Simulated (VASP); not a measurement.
Input of a VASP 6.6.1 run:

File INCAR:

```
SYSTEM = ScAl2
PREC     = Accurate       ! precision mode
ENCUT    = 520            ! plane-wave cutoff, eV
EDIFF    = 1E-6           ! SCF threshold, eV
ISMEAR   = 0              ! smearing method
SIGMA    = 0.1            ! smearing width, eV
LREAL    = .False.        ! projectors in reciprocal space
LASPH    = .True.         ! aspherical terms in the spheres
NELM     = 100            ! most SCF steps
ALGO     = Fast           ! electronic algorithm
ISIF     = 2              ! what is computed and relaxed
LWAVE    = .False.        ! write WAVECAR
LCHARG   = .True.         ! write CHGCAR
GGA      = PS             ! functional
LELF     = .True.         ! ELF
LVHAR    = .True.       
NBANDS   = 26             ! bands
```

KPOINTS

```
regular mesh
0
Gamma
  8 8 8
  0 0 0
```

The input POSCAR:

```
ScAl2
1.0
    0.0000000000      3.9139385172      3.9139385172
    3.9139385172      0.0000000000      3.9139385172
    3.7533666806      3.7533666806      0.1605718366
Sc Al
2 4
Direct
    0.4995462556      0.4995462556      0.5013612332
    0.7504537444      0.7504537444      0.7486387668
    0.1250000000      0.1250000000      0.1250000000
    0.6250000000      0.1250000000      0.1250000000
    0.1250000000      0.6250000000      0.1250000000
    0.1250000000      0.1250000000      0.6250000000
```

Potentials or basis: VASP PAW PBE potentials, release 64 (Sc_sv, Al).

The run is started by

```console
$ cat potpaw_PBE.64/Sc_sv/POTCAR potpaw_PBE.64/Al/POTCAR > POTCAR
$ mpirun -np 1 vasp_std > vasp.out
```

**Question.** Predict the pressure.

**Answer.** -4.0 GPa.

**Question.** Predict the band gap on the k mesh.

**Answer.** Zero (band 17 reaches 6.68 eV, above the bottom of band 18 at 4.47 eV).

**Question.** Predict the largest force.

**Answer.** 0.017 eV/Å.

Forces in eV/Å, atoms in the order of the input:
```
Sc   0.010  0.010 -0.010
Sc  -0.010 -0.010  0.010
Al   0.000  0.000  0.000
Al   0.000  0.000  0.000
Al   0.000  0.000  0.000
Al   0.000  0.000  0.000
```

Caveat: the cell differs from its parent crystal (biaxial strain in the a-b plane: +4.0 %); the PAW data sets were made with another functional, which shifts forces and pressure a little.
